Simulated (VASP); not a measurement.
A run of VASP 6.6.1:

INCAR

```
SYSTEM = ZnO
PREC = Accurate
ENCUT = 520
EDIFF = 1E-7
ISMEAR = 0
SIGMA = 0.05
LREAL = .FALSE.
LASPH = .TRUE.
NELM = 100
ALGO = Normal
ISIF = 2
LWAVE = .FALSE.
LCHARG = .FALSE.
NBANDS = 16
```

KPOINTS

```
regular mesh
0
G
  12 12 12
  0 0 0
```

Contents of POSCAR:

```
ZnO
1.0
    0.0000000000      2.1694420000      2.0609699000
    2.1694420000      0.0000000000      2.0609699000
    2.1694420000      2.1694420000      0.0000000000
Zn O
1 1
Direct
    0.0000000000      0.0000000000      0.0000000000
    0.5000000000      0.5000000000      0.5000000000
```

Potentials or basis: VASP PAW LDA potentials, release 64 (Zn, O).

The run is started by

```console
$ cat potpaw_LDA.64/Zn/POTCAR potpaw_LDA.64/O/POTCAR > POTCAR
$ mpirun -np 1 vasp_std > vasp.out
```

Hardware: 1 thread of Intel Xeon 6455B (shared host).

How long does it take, and how much memory?

Wall time 32 s on 1 thread of Intel Xeon 6455B, with other jobs on the host, peak memory 0.16 GiB. Counts: scf iterations 13, k points 163.
